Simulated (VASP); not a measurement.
# PbF2 (Fm-3m) in VASP: G0W0 quasiparticle levels with PBE

Aim: the G0W0 quasiparticle levels of PbF2 with PBE.

Everything below comes from runs of VASP 6.6.1. Logs are shortened: lines on timing, memory, paths and dates and some standing lists are left out, and cuts for length are marked.

**1. The cell of the first run**

It takes space group Fm-3m (No. 225, cubic). Conventional cell: a = 5.921 Å, b = 5.921 Å, c = 5.921 Å, α = 90.00°, β = 90.00°, γ = 90.00°. Pb (site symmetry m-3m) has 8 F at 2.56 Å within 3.4 Å. F (site symmetry -43m) has 4 Pb at 2.56 Å and 6 F at 2.96 Å within 3.4 Å.

**2. G0W0 quasiparticle levels, PBE**

Input file POSCAR:

```
PbF2
1.0
    0.0000000000      2.9604388882      2.9604388882
    2.9604388882      0.0000000000      2.9604388882
    2.9604388882      2.9604388882      0.0000000000
Pb F
1 2
Direct
    0.0000000000      0.0000000000      0.0000000000
    0.2500000000      0.2500000000      0.2500000000
    0.7500000000      0.7500000000      0.7500000000
```

Input file INCAR.step1:

```
SYSTEM = PbF2
ALGO     = Normal         ! electronic algorithm
EDIFF    = 1E-8           ! SCF threshold, eV
ENCUT    = 500            ! plane-wave cutoff, eV
GGA      = PE             ! functional
ISMEAR   = 0              ! smearing method
LASPH    = .TRUE.         ! aspherical terms in the spheres
LCHARG   = .FALSE.        ! write CHGCAR
LREAL    = .FALSE.        ! projectors in reciprocal space
LWAVE    = .TRUE.         ! write WAVECAR
NELM     = 80             ! most SCF steps
PREC     = Accurate       ! precision mode
SIGMA    = 0.01           ! smearing width, eV
```

Input file INCAR.step2:

```
SYSTEM = PbF2
ALGO     = Exact          ! electronic algorithm
EDIFF    = 1E-8           ! SCF threshold, eV
ENCUT    = 500            ! plane-wave cutoff, eV
GGA      = PE             ! functional
ISMEAR   = 0              ! smearing method
ISTART   = 1            
LASPH    = .TRUE.         ! aspherical terms in the spheres
LCHARG   = .FALSE.        ! write CHGCAR
LOPTICS  = .TRUE.         ! frequency-dependent dielectric function
LREAL    = .FALSE.        ! projectors in reciprocal space
LWAVE    = .TRUE.         ! write WAVECAR
NBANDS   = 99             ! bands
NELM     = 1              ! most SCF steps
PREC     = Accurate       ! precision mode
SIGMA    = 0.01           ! smearing width, eV
```

Input file INCAR.step3:

```
SYSTEM = PbF2
ALGO     = EVGW0          ! electronic algorithm
EDIFF    = 1E-8           ! SCF threshold, eV
ENCUT    = 500            ! plane-wave cutoff, eV
ENCUTGW  = 80.0           ! cutoff of the response function
GGA      = PE             ! functional
ISMEAR   = 0              ! smearing method
ISTART   = 1            
LASPH    = .TRUE.         ! aspherical terms in the spheres
LCHARG   = .FALSE.        ! write CHGCAR
LREAL    = .FALSE.        ! projectors in reciprocal space
LWAVE    = .FALSE.        ! write WAVECAR
NBANDS   = 99             ! bands
NBANDSGW = 23           
NELMGW   = 1            
NOMEGA   = 96             ! frequency points
OMEGAMAX = 20           
PREC     = Accurate       ! precision mode
PRECFOCK = Fast         
SIGMA    = 0.01           ! smearing width, eV
```

Input file KPOINTS:

```
k-points
0
G
  6 6 6
  0 0 0
```

Potentials or basis: VASP PAW PBE potentials, release 64 (Pb_d_GW, F_GW).

Command:

```console
cat potpaw_PBE.64/Pb_d_GW/POTCAR potpaw_PBE.64/F_GW/POTCAR > POTCAR
cp INCAR.step1 INCAR
mpirun -np 1 vasp_std > vasp.out
cp INCAR.step2 INCAR
mpirun -np 1 vasp_std > vasp.out
cp INCAR.step3 INCAR
mpirun -np 1 vasp_std > vasp.out
```

OUTCAR:

```text
SYSTEM = PbF2
   EDIFF = 1E-8
   ENCUT = 500
   ENCUTGW = 80.0
   GGA = PE
   ISMEAR = 0
   ISTART = 1
   LASPH = .TRUE.
   LREAL = .FALSE.
   NELMGW = 1
   PREC = Accurate
   PRECFOCK = Fast

 ion  position               nearest neighbor table
   1  0.000  0.000  0.000-
   2  0.250  0.250  0.250-
   3  0.750  0.750  0.750-

  LATTYP: Found a face centered cubic cell.
 ALAT       =     5.9208777764

  Lattice vectors:

 A1 = (   0.0000000000,   2.9604388882,   2.9604388882)
 A2 = (   2.9604388882,   0.0000000000,   2.9604388882)
 A3 = (   2.9604388882,   2.9604388882,   0.0000000000)

Analysis of symmetry for initial positions (statically):
=====================================================================
 Subroutine PRICEL returns:
 Original cell was already a primitive cell.

 Routine SETGRP: Setting up the symmetry group for a
 face centered cubic supercell.

 Subroutine GETGRP returns: Found 48 space group operations
 (whereof 48 operations were pure point group operations)
 out of a pool of 48 trial point group operations.

The static configuration has the point symmetry O_h .

Analysis of symmetry for dynamics (positions and initial velocities):
=====================================================================
 Subroutine PRICEL returns:
 Original cell was already a primitive cell.

 Routine SETGRP: Setting up the symmetry group for a
 face centered cubic supercell.

 Subroutine GETGRP returns: Found 48 space group operations
 (whereof 48 operations were pure point group operations)
 out of a pool of 48 trial point group operations.

The dynamic configuration has the point symmetry O_h .

 Subroutine INISYM returns: Found 48 space group operations
 (whereof 48 operations are pure point group operations),
 and found     1 'primitive' translations

----------------------------------------------------------------------------------------

                                     Primitive cell

  volume of cell :      51.8917

  direct lattice vectors                    reciprocal lattice vectors
     0.000000000  2.960438888  2.960438888    -0.168893877  0.168893877  0.168893877
     2.960438888  0.000000000  2.960438888     0.168893877 -0.168893877  0.168893877
     2.960438888  2.960438888  0.000000000     0.168893877  0.168893877 -0.168893877

  length of vectors
     4.186692826  4.186692826  4.186692826     0.292532775  0.292532775  0.292532775

  position of ions in fractional coordinates (direct lattice)
     0.000000000  0.000000000  0.000000000
     0.250000000  0.250000000  0.250000000
[... 36 lines left out ...]
  0.000000  0.000000  0.000000      1.000000
  0.166667  0.000000  0.000000      8.000000
  0.333333  0.000000  0.000000      8.000000
  0.500000  0.000000  0.000000      4.000000
  0.166667  0.166667  0.000000      6.000000
  0.333333  0.166667  0.000000     24.000000
[... 8 lines left out ...]
 -0.333333  0.333333  0.166667     24.000000
 -0.333333  0.500000  0.166667     12.000000
   k-points           NKPTS =     16   k-points in BZ     NKDIM =    216   number of bands    NBANDS=     99
   number of dos      NEDOS =    301   number of ions     NIONS =      3
   total plane-waves  NPLWV =  32768
   dimension x,y,z NGX =    32 NGY =   32 NGZ =   32
   dimension x,y,z NGXF=    64 NGYF=   64 NGZF=   64
   ions per type =               1   2
   NGX,Y,Z   is equivalent  to a cutoff of  12.71, 12.71, 12.71 a.u.
   NGXF,Y,Z  is equivalent  to a cutoff of  25.41, 25.41, 25.41 a.u.
 SYSTEM =  PbF2
   PREC   = accura    normal or accurate (medium, high low for compatibility)
   ISTART =      1    job   : 0-new  1-cont  2-samecut
   ICHARG =      0    charge: 1-file 2-atom 10-const
   ISPIN  =      1    spin polarized calculation?
   LNONCOLLINEAR =      F non collinear calculations
   LSORBIT =      F    spin-orbit coupling
   LASPH  =      T    aspherical Exc in radial PAW
   ENCUT  =  500.0 eV  36.75 Ry    6.06 a.u.   7.63  7.63  7.63*2*pi/ulx,y,z
   NELM   =     60;   NELMIN=  2; NELMDL=  0     # of ELM steps
   EDIFF  = 0.1E-07   stopping-criterion for ELM
   LREAL  =      F    real-space projection
   EDIFFG = 0.1E-06   stopping-criterion for IOM
   NSW    =      0    number of steps for IOM
   IBRION =     -1    ionic relax: 0-MD 1-quasi-New 2-CG
   NFREE  =      0    steps in history (QN), initial steepest desc. (CG)
   ISIF   =      0    stress and relaxation
   ISYM   =      3    0-nonsym 1-usesym 2-fastsym
   POTIM  = 0.5000    time-step for ionic-motion
   TEBEG  =    0.0;   TEEND  =   0.0 temperature during run
   PSTRESS=    0.0 pullay stress
   NELECT =      30.0000    total number of electrons
   NUPDOWN=      -1.0000    fix difference up-down
   EMIN   =  10.00;   EMAX   =-10.00  energy-range for DOS
   EFERMI =   0.00;   METHOD = LEGACY
   ISMEAR =     0;   SIGMA  =   0.01  broadening in eV -4-tet -1-fermi 0-gaus
   EFERMI_NEDOS =   21; number of points for ismear=-14 and -15
   IALGO  =     38    algorithm
   IMIX   =      4    mixing-type and parameters
     AMIX     =   0.40;   BMIX     =  1.00
     AMIX_MAG =   1.60;   BMIX_MAG =  1.00
  volume/ion in A,a.u.               =      17.30       116.73
  Fermi-wavevector in a.u.,A,eV,Ry     =   1.363795  2.577199 25.305983  1.859937
  Thomas-Fermi vector in A             =   2.490167
   LORBIT       =      0    0 simple, 1 ext, 2 COOP (PROOUT), +10 PAW based schemes
   GGA     = PE    functional components
   LHFCALC =     T    Hartree Fock is set to
   PRECFOCK=fast      Normal, Fast or Accurate (Low or Medium for compatibility)
   ENCUT4O =  -1.0   cutoff for four orbital integrals eV
   NKREDX  =     1    reduce k-point grid by
   NKREDY  =     1    reduce k-point grid by
   NKREDZ  =     1    reduce k-point grid by
   AEXX    =    1.0000 exact exchange contribution
   HFSCREEN=    0.0000 screening length (either q_TF or 0.3 A-1)
   HFSCREENC=   0.0000 screening length for correlation (either q_TF or 0.3 A-1)
   ENCUTFOCK=  -1.0 apply spherical cutoff to Coloumb kernel
   IVDW    =     0    specifies the selected vdW correction
   LEPSILON=     F    determine dielectric tensor
   LRPA    =     F    only Hartree local field effects (RPA)
   LRPAFORCE           =     F    calculate RPA forces
   ENCUTGW             =  80.0    cutoff for response function in eV
   ENCUTGWSOFT         =  64.0    soft cutoff for Coulomb kernel in GW response function in eV
   ENCUTLF             =  -1.0    cutoff for local field effects
   NELMGW              =     1    number of iterations in solving QP/BSE equation
   NELMHF              =     1    number of iterations in the inner HF iteration
   NKREDLFX            =     1    NKREDLFY  =   1   NKREDLFZ  =   1
 non-spin polarized calculation
 Gauss-broadening in eV      SIGMA  =   0.01
  energy-cutoff  :      500.00
  volume of cell :       51.89
 maximum number of plane-waves:      1363
 NGX is ok and might be reduce to    32
  NGX = 18; NGY = 18; NGZ = 18
   NGX = 15   NGY = 15   NGZ = 15
 maximum number of plane-waves:        92
 NGX is ok and might be reduce to    14

 QP shifts <psi_nk| G(iteration)W_0 |psi_nk>: iteration 1
 for sc-GW calculations column KS-energies equals QP-energies in previous step
 and V_xc(KS)=  KS-energies - (<T + V_ion + V_H > + <T+V_H+V_ion>^1  + <V_x>^1)

 k-point   1 :       0.0000    0.0000    0.0000
  band No.  KS-energies  QP-energies   sigma(KS)   V_xc(KS)     V^pw_x(r,r')   Z            occupation Imag(sigma)

      1    -136.8175    -164.1690     -29.8136       5.4412     -36.1794       0.7758       2.0000       0.0780
      2     -20.9335     -24.0822     -26.8216     -22.3094     -36.3572       0.6978       2.0000       0.9363
      3     -20.3084     -23.2830     -27.7557     -23.3185     -37.3640       0.6704       2.0000       0.8183
      4     -14.2031     -23.4160     -21.2083      -9.9211     -25.3590       0.8162       2.0000       0.2419
      5     -14.2031     -23.4160     -21.2083      -9.9211     -25.3590       0.8162       2.0000       0.2419
      6     -14.2031     -23.4160     -21.2083      -9.9211     -25.3590       0.8162       2.0000       0.2419
[... 420 lines left out ...]
     22      16.8123      17.7240      -7.9945      -9.0847      -3.6312       0.8362       0.0000      -0.2366
     23      17.9784      18.6663      -7.3966      -8.2204      -3.0628       0.8351       0.0000      -0.3288
```

Wall time 15 min (1 thread of Intel Xeon 6975P-C (Granite Rapids), shared host); peak memory 0.85 GiB.

Results:

```
Quasiparticle gap                                   : 6.17 eV
Least direct quasiparticle gap                      : 6.47 eV
Band gap of the starting levels on the mesh         : 4.44 eV
Least direct gap of the starting levels on the mesh : 4.57 eV
```

Caveat: bands, screening cutoff and mesh are small and nothing is extrapolated, so the quasiparticle values aren't converged; the structure was generated, so it needn't be the stable form of PbF2; spin-orbit coupling is left out, which moves the levels of the heavy elements.
